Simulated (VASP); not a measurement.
A run of VASP 6.6.1 is set up as follows.

File INCAR:

```
PREC     = Accurate       # precision mode
ENCUT    = 520            # plane-wave cutoff, eV
EDIFF    = 1E-6           # SCF threshold, eV
ISMEAR   = 0              # smearing method
SIGMA    = 0.1            # smearing width, eV
LREAL    = False          # projectors in reciprocal space
LASPH    = True           # aspherical terms in the spheres
NELM     = 150            # most SCF steps
ALGO     = Fast           # electronic algorithm
ISIF     = 2              # what is computed and relaxed
LWAVE    = False          # write WAVECAR
LCHARG   = True           # write CHGCAR
ISPIN    = 2              # spin polarisation
MAGMOM   = 2.56 2.74 2.67 2.6 0.32 0.4 0.41 0.36 2 # initial moments
LORBIT   = 11             # projections on sites
LMAXMIX  = 4              # l up to which the mixer works
LDIPOL   = True         
IDIPOL   = 3            
DIPOL    = 0.5 0.5 0.482
GGA      = PS             # functional
LVHAR    = True         
LVACPOTAV= True         
NBANDS   = 47             # bands
KPAR     = 4
```

File KPOINTS:

```
Automatic mesh
0
Gamma
  10 10 1
```

Contents of POSCAR:

```
Co4O5
1.0
    2.9464519542      0.0000000000      0.0000000000
    0.0000000000      2.9464519542      0.0000000000
    0.0000000000      0.0000000000     25.2503684717
Co O
4 5
Direct
    0.5000000000      0.5000000000      0.3366287510
    0.0000000000      0.0000000000      0.4191406620
    0.5000000000      0.5000000000      0.5007821475
    0.0000000000      0.0000000000      0.6099348121
    0.0000000000      0.0000000000      0.3366287510
    0.5000000000      0.5000000000      0.4191406620
    0.0000000000      0.0000000000      0.4928408607
    0.5000000000      0.5000000000      0.5696717996
    0.0000000000      0.5000000000      0.6493511905
```

Potentials or basis: VASP PAW PBE potentials, release 64 (Co, O).

Command:

```bash
$ cat potpaw_PBE.64/Co/POTCAR potpaw_PBE.64/O/POTCAR > POTCAR
$ mpirun -np 4 vasp_std > vasp.out
```

(1) What does it give for the net moment?

(2) Estimate the largest force.

(3) Estimate the site moments.

Answers

(1) 7.04 μB per cell.

(2) 1.039 eV/Å.

(3) Co +2.36, +1.22, +0.68, +1.74; O +0.16, +0.10, +0.02, +0.14, +0.37 μB.

Caveat: the PAW data sets were made with another functional, which shifts forces and pressure a little.
